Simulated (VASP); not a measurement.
# MoS2 (P-3m1) in VASP: a series of runs

MoS2 is run at these levels: r2SCAN; tasks: single point.

All numbers are computed with VASP 6.6.1; they aren't measurements. Logs are shortened: lines on timing, memory, paths and dates and some standing lists are left out, and cuts for length are marked.

## (1) The cell of the first run

The structure is trigonal, space group P-3m1 (No. 164). The conventional cell has a = 3.230 Å, b = 3.230 Å, c = 6.308 Å, α = 90.00°, β = 90.00°, γ = 120.00°. Within 3.2 Å of Mo (site symmetry -3m) lie 6 S at 2.42 Å. Within 3.2 Å of S (site symmetry 3m) lie 3 Mo at 2.42 Å.

## (2) Single point, r2SCAN

Input file POSCAR:

```
MoS2
1.0
    3.2301453237      0.0000000000      0.0000000000
   -1.6150721614      2.7973872279      0.0000000000
    0.0000000000      0.0000000000      6.3078306106
Mo S
1 2
Direct
    0.0000000000      0.0000000000      0.5000000000
    0.3333333333      0.6666666667      0.2556185398
    0.6666666667      0.3333333333      0.7443814602
```

Input file INCAR.step1:

```
SYSTEM = MoS2
  PREC = Accurate
  ENCUT = 520
  ISMEAR = 0
  SIGMA = 0.1
  LREAL = .False.
  LASPH = .True.
  NELM = 100
  NBANDS = 20
  GGA = PE
  ALGO = Normal
  EDIFF = 1E-4
  LWAVE = .True.
  LCHARG = .False.
```

Input file INCAR.step2:

```
SYSTEM = MoS2
  PREC = Accurate
  ENCUT = 520
  EDIFF = 1E-7
  ISMEAR = 0
  SIGMA = 0.1
  LREAL = .False.
  LASPH = .True.
  NELM = 100
  ALGO = Normal
  ISIF = 2
  LWAVE = .False.
  LCHARG = .False.
  METAGGA = R2SCAN
  LMIXTAU = .True.
  NBANDS = 20
  ISTART = 1
```

Input file KPOINTS:

```
Automatic mesh
0
Gamma
  4 4 2
  0 0 0
```

Potentials or basis: VASP PAW PBE potentials, release 64 (Mo_sv, S).

Started as:

```console
$ cat potpaw_PBE.64/Mo_sv/POTCAR potpaw_PBE.64/S/POTCAR > POTCAR
$ cp INCAR.step1 INCAR
$ mpirun -np 1 vasp_std > vasp.out
$ cp INCAR.step2 INCAR
$ mpirun -np 1 vasp_std > vasp.out
```

OUTCAR:

```text
SYSTEM = MoS2
   PREC = Accurate
   ENCUT = 520
   EDIFF = 1E-7
   ISMEAR = 0
   LREAL = .False.
   LASPH = .True.
   NELM = 100
   ISIF = 2
   METAGGA = R2SCAN
   ISTART = 1

 ion  position               nearest neighbor table
   1  0.000  0.000  0.500-   2 2.42   3 2.42   3 2.42   2 2.42   3 2.42   2 2.42
   2  0.333  0.667  0.256-   1 2.42   1 2.42   1 2.42
   3  0.667  0.333  0.744-   1 2.42   1 2.42   1 2.42

  LATTYP: Found a hexagonal cell.
 ALAT       =     3.2301453237
 C/A-ratio  =     1.9528008738

  Lattice vectors:

 A1 = (   3.2301453237,   0.0000000000,   0.0000000000)
 A2 = (  -1.6150721614,   2.7973872279,   0.0000000000)
 A3 = (   0.0000000000,   0.0000000000,   6.3078306106)

Analysis of symmetry for initial positions (statically):
=====================================================================
 Subroutine PRICEL returns:
 Original cell was already a primitive cell.

 Routine SETGRP: Setting up the symmetry group for a
 hexagonal supercell.

 Subroutine GETGRP returns: Found 12 space group operations
 (whereof 12 operations were pure point group operations)
 out of a pool of 24 trial point group operations.

The static configuration has the point symmetry D_3d.

Analysis of symmetry for dynamics (positions and initial velocities):
=====================================================================
 Subroutine PRICEL returns:
 Original cell was already a primitive cell.

 Routine SETGRP: Setting up the symmetry group for a
 hexagonal supercell.

 Subroutine GETGRP returns: Found 12 space group operations
 (whereof 12 operations were pure point group operations)
 out of a pool of 24 trial point group operations.

The dynamic configuration has the point symmetry D_3d.

 Subroutine INISYM returns: Found 12 space group operations
 (whereof 12 operations are pure point group operations),
 and found     1 'primitive' translations

----------------------------------------------------------------------------------------

                                     Primitive cell

  volume of cell :      56.9974

  direct lattice vectors                    reciprocal lattice vectors
     3.230145324  0.000000000  0.000000000     0.309583594  0.178738160  0.000000000
    -1.615072161  2.797387228  0.000000000     0.000000000  0.357476430  0.000000000
[... 66 lines left out ...]
   LSORBIT =      F    spin-orbit coupling
   LASPH  =      T    aspherical Exc in radial PAW
   ENCUT  =  520.0 eV  38.22 Ry    6.18 a.u.   6.01  6.01 11.73*2*pi/ulx,y,z
   NELM   =    100;   NELMIN=  2; NELMDL=  0     # of ELM steps
   EDIFF  = 0.1E-06   stopping-criterion for ELM
   LREAL  =      F    real-space projection
   EDIFFG = 0.1E-05   stopping-criterion for IOM
   NSW    =      0    number of steps for IOM
   IBRION =     -1    ionic relax: 0-MD 1-quasi-New 2-CG
   NFREE  =      0    steps in history (QN), initial steepest desc. (CG)
   ISIF   =      2    stress and relaxation
   ISYM   =      2    0-nonsym 1-usesym 2-fastsym
   POTIM  = 0.5000    time-step for ionic-motion
   TEBEG  =    0.0;   TEEND  =   0.0 temperature during run
   PSTRESS=    0.0 pullay stress
   NELECT =      26.0000    total number of electrons
   NUPDOWN=      -1.0000    fix difference up-down
   EMIN   =  10.00;   EMAX   =-10.00  energy-range for DOS
   EFERMI =   0.00;   METHOD = LEGACY
   ISMEAR =     0;   SIGMA  =   0.10  broadening in eV -4-tet -1-fermi 0-gaus
   EFERMI_NEDOS =   21; number of points for ismear=-14 and -15
   IALGO  =     38    algorithm
   IMIX   =      4    mixing-type and parameters
     AMIX     =   0.40;   BMIX     =  1.00
     AMIX_MAG =   1.60;   BMIX_MAG =  1.00
  volume/ion in A,a.u.               =      19.00       128.21
  Fermi-wavevector in a.u.,A,eV,Ry     =   1.260224  2.381478 21.608288  1.588164
  Thomas-Fermi vector in A             =   2.393744
   LORBIT       =      0    0 simple, 1 ext, 2 COOP (PROOUT), +10 PAW based schemes
   METAGGA = R2SCAN    functional components
   LHFCALC =     F    Hartree Fock is set to
   AEXX    =    0.0000 exact exchange contribution
   IVDW    =     0    specifies the selected vdW correction
   LEPSILON=     F    determine dielectric tensor
   LRPA    =     F    only Hartree local field effects (RPA)
 non-spin polarized calculation
 Gauss-broadening in eV      SIGMA  =   0.10
  energy-cutoff  :      520.00
  volume of cell :       57.00
 maximum number of plane-waves:      1552
   NGX = 13   NGY = 13   NGZ = 23

 number of electron      26.0000001 magnetization

 Free energy of the ion-electron system (eV)
  ---------------------------------------------------
  ext. energy  EPLUGINS =         0.00000000
  ---------------------------------------------------
  free energy    TOTEN  =       -44.06873660 eV

  energy without entropy =      -44.04080199  energy(sigma->0) =      -44.05476930

 E-fermi :   6.8011     XC(G=0): -11.0832

 val. band max:        6.7795506472   @ k =   0.2500   0.2500   0.0000
 cond. band min:       6.8748926211   @ k =   0.2500   0.2500   0.5000
 fundamental gap:      0.0953419739
 Fermi energy:         6.8010918883

 k-point     1 :       0.0000    0.0000    0.0000
  band No.  band energies     occupation
      1     -56.9919      2.00000
      2     -30.2838      2.00000
      3     -30.2661      2.00000
      4     -30.2661      2.00000
      5      -8.7086      2.00000
      6      -7.1952      2.00000
[... 173 lines left out ...]
     19      14.7745      0.00000
     20      15.9369      0.00000

------------------------ aborting loop because EDIFF is reached ----------------------------------------

  FORCE on cell =-STRESS in cart. coord.  units (eV):
  Direction    XX          YY          ZZ          XY          YZ          ZX
  --------------------------------------------------------------------------------------
  -------------------------------------------------------------------------------------
  Total        0.7517433      0.7517430     -0.5774210      0.0000001      0.0000000      0.0000000
  in kB       21.1312646     21.1312543    -16.2311188      0.0000038      0.0000000      0.0000000
  external PRESSURE =       8.6771334 kB  Pullay stress =       0.0000000 kB

 VOLUME and BASIS-vectors are now :
 -----------------------------------------------------------------------------
  energy-cutoff  :      520.00
  volume of cell :       57.00
      direct lattice vectors                 reciprocal lattice vectors
     3.230145324  0.000000000  0.000000000     0.309583594  0.178738160  0.000000000
    -1.615072161  2.797387228  0.000000000     0.000000000  0.357476430  0.000000000
     0.000000000  0.000000000  6.307830611     0.000000000  0.000000000  0.158533109

 POSITION                                       TOTAL-FORCE (eV/Angst)
 -----------------------------------------------------------------------------------
      0.00000      0.00000      3.15392         0.000000      0.000000      0.000000
      0.00000      1.86492      1.61240         0.000000     -0.000000      0.157662
      1.61507      0.93246      4.69543         0.000000      0.000000     -0.157662
 -----------------------------------------------------------------------------------
    total drift:                               -0.000000     -0.000000     -0.000000

  FREE ENERGIE OF THE ION-ELECTRON SYSTEM (eV)
  ---------------------------------------------------
  free  energy   TOTEN  =       -44.0687366020 eV

  energy  without entropy=      -44.0408019941  energy(sigma->0) =      -44.05476930
```

OUTCAR.step1:

```text
SYSTEM = MoS2
   PREC = Accurate
   ENCUT = 520
   ISMEAR = 0
   LREAL = .False.
   LASPH = .True.
   NELM = 100
[... 389 lines left out ...]
      0.00000      0.00000      3.15392         0.000000      0.000000      0.000000
      0.00000      1.86492      1.61240        -0.000000      0.000000     -0.060711
      1.61507      0.93246      4.69543         0.000000      0.000000      0.060711
 -----------------------------------------------------------------------------------
    total drift:                               -0.000000     -0.000000      0.000000

  FREE ENERGIE OF THE ION-ELECTRON SYSTEM (eV)
  ---------------------------------------------------
  free  energy   TOTEN  =       -20.9118800244 eV

  energy  without entropy=      -20.8817680706  energy(sigma->0) =      -20.89682405
```

OSZICAR.step1:

```text
N       E                     dE             d eps       ncg     rms          rms(c)
DAV:   1     0.192422255356E+03    0.19242E+03   -0.14898E+04   336   0.123E+03
DAV:   2    -0.150474658058E+02   -0.20747E+03   -0.20274E+03   396   0.315E+02
DAV:   3    -0.225062731305E+02   -0.74588E+01   -0.73930E+01   400   0.574E+01
DAV:   4    -0.225940672782E+02   -0.87794E-01   -0.87637E-01   392   0.658E+00
DAV:   5    -0.225954872531E+02   -0.14200E-02   -0.14199E-02   400   0.802E-01    0.227E+01
DAV:   6    -0.214816418144E+02    0.11138E+01   -0.14144E+01   340   0.210E+01    0.953E+00
DAV:   7    -0.210885427428E+02    0.39310E+00   -0.55685E+00   336   0.132E+01    0.604E+00
DAV:   8    -0.209115304301E+02    0.17701E+00   -0.80813E-01   360   0.509E+00    0.181E+00
DAV:   9    -0.209144795663E+02   -0.29491E-02   -0.47312E-02   360   0.126E+00    0.765E-01
DAV:  10    -0.209118655438E+02    0.26140E-02   -0.20715E-02   348   0.888E-01    0.184E-01
DAV:  11    -0.209118800244E+02   -0.14481E-04   -0.85808E-04   368   0.203E-01
   1 F= -.20911880E+02 E0= -.20896824E+02  d E =-.301120E-01
```

It took 96 s on 1 thread of AMD EPYC 7R13, shared host; peak memory 0.14 GiB.

What came out:

- Free energy: -44.0687 eV
- Pressure: 0.9 GPa
- Largest force: 0.158 eV/Å
- Band gap on the k mesh: zero (band 13 reaches 6.78 eV, above the bottom of band 14 at 6.35 eV)

Forces in eV/Å, atoms in the order of the input:
```
Mo   0.000  0.000  0.000
S    0.000  0.000  0.158
S    0.000  0.000 -0.158
```

Stress tensor (GPa, compression positive):
```
 2.11  0.00  0.00
 0.00  2.11  0.00
 0.00  0.00 -1.62
```

Levels at points of the mesh, in eV from the Fermi level:
```
           k point  band 10  band 11  band 12  band 13  band 14  band 15  band 16  band 17
(0.00, 0.00, 0.00)    -1.98    -1.03    -0.98    -0.98    -0.38    -0.38     3.38     3.38
(0.50, 0.00, 0.00)    -4.33    -3.38    -1.89    -1.74     0.99     1.83     3.82     4.07
(0.00, 0.00, 0.50)    -3.75    -0.98    -0.98    -0.45    -0.45    -0.03     3.55     3.55
(0.50, 0.00, 0.50)    -4.38    -2.57    -2.11    -1.73     0.99     1.84     3.48     5.00
```

Caveat: the k points lie up to 0.56 Å⁻¹ apart; the PAW data sets were made with another functional, which shifts forces and pressure a little.

## (3) Single point, r2SCAN

Input file POSCAR:

```
MoS2
1.0
    3.2355101593      0.0000000000      0.0000000000
   -1.6177545784      2.8020333106      0.0000000000
    0.0000000000      0.0000000000      6.2989262978
Mo S
1 2
Direct
    0.0000000000      0.0000000000      0.5000000000
    0.3333333333      0.6666666667      0.2561840880
    0.6666666667      0.3333333333      0.7438159120
```

Input file INCAR.step1:

```
SYSTEM = MoS2
  PREC = Accurate
  ENCUT = 520
  ISMEAR = 0
  SIGMA = 0.1
  LREAL = .FALSE.
  LASPH = .TRUE.
  NELM = 80
  NBANDS = 20
  GGA = PE
  ALGO = Normal
  EDIFF = 1E-4
  LWAVE = .TRUE.
  LCHARG = .FALSE.
```

Input file INCAR.step2:

```
SYSTEM = MoS2
  PREC = Accurate
  ENCUT = 520
  EDIFF = 1E-7
  ISMEAR = 0
  SIGMA = 0.1
  LREAL = .FALSE.
  LASPH = .TRUE.
  NELM = 80
  ALGO = Normal
  ISIF = 2
  LWAVE = .FALSE.
  LCHARG = .FALSE.
  METAGGA = R2SCAN
  LMIXTAU = .TRUE.
  NBANDS = 20
  ISTART = 1
```

Input file KPOINTS:

```
Automatic mesh
0
G
  4 4 2
  0 0 0
```

Potentials or basis: VASP PAW PBE potentials, release 64 (Mo_sv, S).

Started as:

```console
$ cat potpaw_PBE.64/Mo_sv/POTCAR potpaw_PBE.64/S/POTCAR > POTCAR
$ cp INCAR.step1 INCAR
$ mpirun -np 1 vasp_std > vasp.out
$ cp INCAR.step2 INCAR
$ mpirun -np 1 vasp_std > vasp.out
```

Wall time 97 s (1 thread of AMD EPYC 7R13, shared host); peak memory 0.14 GiB.

The run converged. Its results:

* Free energy: -44.0730 eV
* Pressure: 0.9 GPa
* Largest force: 0.121 eV/Å
* Band gap on the k mesh: zero (band 13 reaches 6.75 eV, above the bottom of band 14 at 6.31 eV)

Forces on the atoms (eV/Å):
```
Mo   0.000  0.000  0.000
S    0.000  0.000  0.121
S    0.000  0.000 -0.121
```

Stress tensor (GPa, compression positive):
```
 2.06  0.00  0.00
 0.00  2.06  0.00
 0.00  0.00 -1.37
```

Levels at points of the mesh, in eV from the Fermi level:
| k point | band 11 | band 12 | band 13 | band 14 | band 15 | band 16 |
| --- | --- | --- | --- | --- | --- | --- |
| (0.00, 0.00, 0.00) | -0.99 | -0.99 | -0.99 | -0.41 | -0.41 | 3.39 |
| (0.50, 0.00, 0.00) | -3.38 | -1.91 | -1.72 | 0.96 | 1.81 | 3.83 |
| (0.00, 0.00, 0.50) | -0.99 | -0.99 | -0.48 | -0.48 | 0.00 | 3.56 |
| (0.50, 0.00, 0.50) | -2.57 | -2.09 | -1.76 | 0.96 | 1.82 | 3.49 |

Caveat: the k points lie up to 0.56 Å⁻¹ apart; the PAW data sets were made with another functional, which shifts forces and pressure a little.

## (4) Single point, r2SCAN

This run uses another cell than the first one, of 19.09 Å³/atom, 1.005 times its volume.

Input file POSCAR:

```
MoS2
1.0
    3.2435472710      0.0000000000      0.0000000000
   -1.6217731330      2.8089936518      0.0000000000
    0.0000000000      0.0000000000      6.2864405865
Mo S
1 2
Direct
    0.0000000000      0.0000000000      0.5000000000
    0.3333333333      0.6666666667      0.2569504778
    0.6666666667      0.3333333333      0.7430495222
```

Input file INCAR.step1:

```
ALGO = Normal
EDIFF = 1E-4
ENCUT = 520
GGA = PE
ISMEAR = 0
LASPH = T
LCHARG = F
LREAL = F
LWAVE = T
NBANDS = 20
NELM = 80
PREC = Accurate
SIGMA = 0.1
```

Input file INCAR.step2:

```
ALGO = Normal
EDIFF = 1E-6
ENCUT = 520
ISIF = 2
ISMEAR = 0
ISTART = 1
LASPH = T
LCHARG = T
LELF = T
LMIXTAU = T
LREAL = F
LVHAR = T
LWAVE = F
METAGGA = R2SCAN
NBANDS = 20
NELM = 80
PREC = Accurate
SIGMA = 0.1
```

Input file KPOINTS:

```
k-points
0
Gamma
  4 4 2
```

Started as:

```console
$ cat potpaw_PBE.64/Mo_sv/POTCAR potpaw_PBE.64/S/POTCAR > POTCAR
$ cp INCAR.step1 INCAR
$ mpirun -np 1 vasp_std > vasp.out
$ cp INCAR.step2 INCAR
$ mpirun -np 1 vasp_std > vasp.out
```

Run time: 81 s. Hardware: 1 thread of AMD EPYC 7R13, shared host; peak memory 0.14 GiB.

The run converged. Its results:

| Property | Result |
| --- | --- |
| Free energy | -44.0783 eV |
| Pressure | 0.9 GPa |
| Largest force | 0.074 eV/Å |
| Band gap on the k mesh | zero (band 13 reaches 6.71 eV, above the bottom of band 14 at 6.24 eV) |

Forces in eV/Å, atoms in the order of the input:
```
Mo   0.000  0.000  0.000
S    0.000  0.000  0.074
S    0.000  0.000 -0.074
```

Stress tensor (GPa, compression positive):
```
 1.90  0.00  0.00
 0.00  1.90  0.00
 0.00  0.00 -1.06
```

Levels at points of the mesh, in eV from the Fermi level:
```tsv
k point	band 10	band 11	band 12	band 13	band 14	band 15	band 16	band 17
(0.00, 0.00, 0.00)	-1.94	-1.00	-1.00	-0.95	-0.44	-0.44	3.40	3.40
(0.50, 0.00, 0.00)	-4.38	-3.38	-1.94	-1.69	0.93	1.79	3.84	4.08
(0.00, 0.00, 0.50)	-3.70	-1.01	-1.01	-0.51	-0.51	0.03	3.56	3.56
(0.50, 0.00, 0.50)	-4.43	-2.57	-2.06	-1.79	0.93	1.79	3.50	5.03
```

Caveat: the k points lie up to 0.56 Å⁻¹ apart; the PAW data sets were made with another functional, which shifts forces and pressure a little.

## (5) Overview

| cell | gap on the mesh (eV) | pressure (GPa) | largest force (eV/Å) |
| --- | --- | --- | --- |
| a = 3.230, b = 3.230, c = 6.308 Å, angles 90.0, 90.0, 120.0°, 3 atoms | none | 0.9 | 0.16 |
| a = 3.236, b = 3.236, c = 6.299 Å, angles 90.0, 90.0, 120.0°, 3 atoms | none | 0.9 | 0.12 |
| a = 3.244, b = 3.244, c = 6.286 Å, angles 90.0, 90.0, 120.0°, 3 atoms | none | 0.9 | 0.07 |

Alike in all rows: task single point; level r2SCAN; potentials or basis VASP PAW PBE potentials, release 64 (Mo_sv, S); no spin polarisation; k mesh 4 × 4 × 2; cutoff (eV) 520; smearing gaussian 0.1 eV.

Caveats: all runs use coarse meshes; the PAW data sets were made with another functional, which shifts forces and pressure a little.

Absolute energies hang on the potentials; compare differences alone.
